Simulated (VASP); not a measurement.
Input of a VASP 6.6.1 run:

The input INCAR:

```
PREC = Accurate
ENCUT = 520
EDIFF = 1E-6
ISMEAR = 0
SIGMA = 0.01
LREAL = False
LASPH = True
NELM = 100
ALGO = Normal
ISIF = 2
LWAVE = False
LCHARG = False
GGA = PS
NBANDS = 26
```

File KPOINTS:

```
regular mesh
0
Gamma
  6 6 4
```

File POSCAR:

```
ZnS
1.0
    3.8004859945      0.0000000000      0.0000000000
   -1.9002429972      3.2913174180      0.0000000000
    0.0000000000      0.0000000000      6.1906410369
Zn S
2 2
Direct
    0.3333333333      0.6666666667      0.0047109980
    0.6666666667      0.3333333333      0.5047109980
    0.3333333333      0.6666666667      0.3802890020
    0.6666666667      0.3333333333      0.8802890020
```

Potentials or basis: VASP PAW PBE potentials, release 64 (Zn, S).

The run is started by

```console
$ cat potpaw_PBE.64/Zn/POTCAR potpaw_PBE.64/S/POTCAR > POTCAR
$ mpirun -np 1 vasp_std > vasp.out
```

**Question.** Estimate the pressure.

**Answer.** -0.3 GPa.

**Question.** Predict the band gap on the k mesh.

**Answer.** 2.15 eV, direct.

Stress tensor (GPa, compression positive):
```
-0.56  0.00  0.00
 0.00 -0.56  0.00
 0.00  0.00  0.15
```

Caveat: the cell differs from its parent crystal (in-plane strain +0.005, then relaxed in part); the PAW data sets were made with another functional, which shifts forces and pressure a little.
